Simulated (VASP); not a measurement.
Set up this calculation in VASP 6.6.1, as the native input.

```
Task                   : relaxation of cell and atoms
Functional             : r2SCAN
Potentials or basis    : VASP PAW PBE potentials, release 64 (Li_sv, Cl)
Cutoff                 : 600 eV
k mesh                 : 7 × 7 × 7
Occupations            : fermi-dirac, width 0.02 eV
Spin                   : no spin polarisation
Dipole correction      : no
Further INCAR settings : ALGO = Normal; EDIFF = 1e-06; IBRION = 2; EDIFFG = -0.03; NSW = 80; ISIF = 3
```

Crystal: LiCl.

```
Li Cl
1.0
     0.00000    2.56500    2.56500
     2.56500    0.00000    2.56500
     2.56500    2.56500    0.00000
Li Cl
1 1
Cartesian
  0.0000 0.0000 0.0000
  2.5650 2.5650 2.5650
```

One way to write it, as run:

POSCAR

```
LiCl
1.0
    0.0000000000      2.5650000000      2.5650000000
    2.5650000000      0.0000000000      2.5650000000
    2.5650000000      2.5650000000      0.0000000000
Li Cl
1 1
Direct
    0.0000000000      0.0000000000      0.0000000000
    0.5000000000      0.5000000000      0.5000000000
```

INCAR.step1

```
SYSTEM = LiCl
  PREC = Accurate
  ENCUT = 600
  ISMEAR = -1
  SIGMA = 0.02
  LREAL = .FALSE.
  LASPH = .TRUE.
  NELM = 100
  GGA = PE
  ALGO = Normal
  EDIFF = 1E-4
  LWAVE = .TRUE.
  LCHARG = .FALSE.
```

INCAR.step2

```
SYSTEM = LiCl
  PREC = Accurate
  ENCUT = 600
  EDIFF = 1E-6
  ISMEAR = -1
  SIGMA = 0.02
  LREAL = .FALSE.
  LASPH = .TRUE.
  NELM = 100
  ALGO = Normal
  ISIF = 3
  LWAVE = .FALSE.
  LCHARG = .FALSE.
  METAGGA = R2SCAN
  LMIXTAU = .TRUE.
  IBRION = 2
  NSW = 80
  EDIFFG = -0.03
  ISTART = 1
```

KPOINTS

```
Automatic mesh
0
G
  7 7 7
  0 0 0
```

Potentials or basis: VASP PAW PBE potentials, release 64 (Li_sv, Cl).

Run with:

```sh
$ cat potpaw_PBE.64/Li_sv/POTCAR potpaw_PBE.64/Cl/POTCAR > POTCAR
$ cp INCAR.step1 INCAR
$ mpirun -np 1 vasp_std > vasp.out
$ cp INCAR.step2 INCAR
$ mpirun -np 1 vasp_std > vasp.out
```

It gave:

* Relaxed volume: 16.57 Å³/atom
* Relaxed cell: a = 3.606 Å, b = 3.606 Å, c = 3.606 Å, α = 60.00°, β = 60.00°, γ = 60.00°
* Space group after relaxing (to 0.1 Å): Fm-3m (No. 225)
* Energy gained by relaxing: 1.3 meV/atom
* Ionic steps: 3
* Pressure after relaxing: -0.3 GPa
* Band gap on the k mesh: 7.41 eV

Caveat: the cutoff is under 1.25 times the usual one of these potentials, so pressure, stress and relaxed cells hold a basis-set (Pulay) error; the PAW data sets were made with another functional, which shifts forces and pressure a little; an odd mesh through Γ misses points on the zone boundary, where band edges can lie.

It took 41 s on 1 thread of Intel(R) Xeon(R) 6975P-C (Granite Rapids) (shared host), peak memory 0.17 GiB.
